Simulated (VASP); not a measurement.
Wanted: the native input for a VASP 6.6.1 run.

| Quantity | Value |
| --- | --- |
| Task | single point |
| Functional | LDA |
| Potentials or basis | VASP PAW LDA potentials, release 64 (Rb_sv, N, O) |
| Cutoff | 520 eV |
| k mesh | 6 × 6 × 6 |
| Occupations | gaussian, width 0.05 eV |
| Spin | no spin polarisation |
| Dipole correction | no |
| Further INCAR settings | ALGO = Normal; EDIFF = 1e-06; NBANDS = 43 |

The structure of RbNO3 lies in POSCAR:

```
RbNO3
1.0
   -3.0259969667      5.2411804899      0.0000000000
   -6.0519939334      0.0000000000      0.0000000000
   -3.0259969667      1.7470601633      5.7408191414
Rb N O
2 2 6
Direct
    0.0000000000      0.0000000000      0.0000000000
    0.5000000000      0.5000000000      0.5000000000
    0.2500000000      0.2500000000      0.2500000000
    0.7500000000      0.7500000000      0.7500000000
    0.4581640200      0.0418359800      0.2500000000
    0.2500000000      0.4581640200      0.2500000000
    0.7500000000      0.5418359800      0.7500000000
    0.5418359800      0.9581640200      0.7500000000
    0.9581640200      0.7500000000      0.7500000000
    0.0418359800      0.2500000000      0.2500000000
```

One way to write it, as run:

INCAR

```
SYSTEM = RbNO3
  ALGO = Normal
  EDIFF = 1E-6
  ENCUT = 520
  ISIF = 2
  ISMEAR = 0
  LASPH = .True.
  LCHARG = .False.
  LREAL = .False.
  LWAVE = .False.
  NBANDS = 43
  NELM = 60
  PREC = Accurate
  SIGMA = 0.05
```

KPOINTS

```
k-points
0
Gamma
  6 6 6
  0 0 0
```

Potentials or basis: VASP PAW LDA potentials, release 64 (Rb_sv, N, O).

Command:

```bash
$ cat potpaw_LDA.64/Rb_sv/POTCAR potpaw_LDA.64/N/POTCAR potpaw_LDA.64/O/POTCAR > POTCAR
$ mpirun -np 1 vasp_std > vasp.out
```

It gave:

* Pressure: -2.1 GPa
* Largest force: 0.192 eV/Å
* Band gap on the k mesh: 2.94 eV

Caveat: the standard files for N, O and F lose accuracy on very short bonds.

It took 7 min on 1 thread of AMD EPYC 7R43 64-Core Processor (Zen 3), on a shared host, peak memory 0.35 GiB.
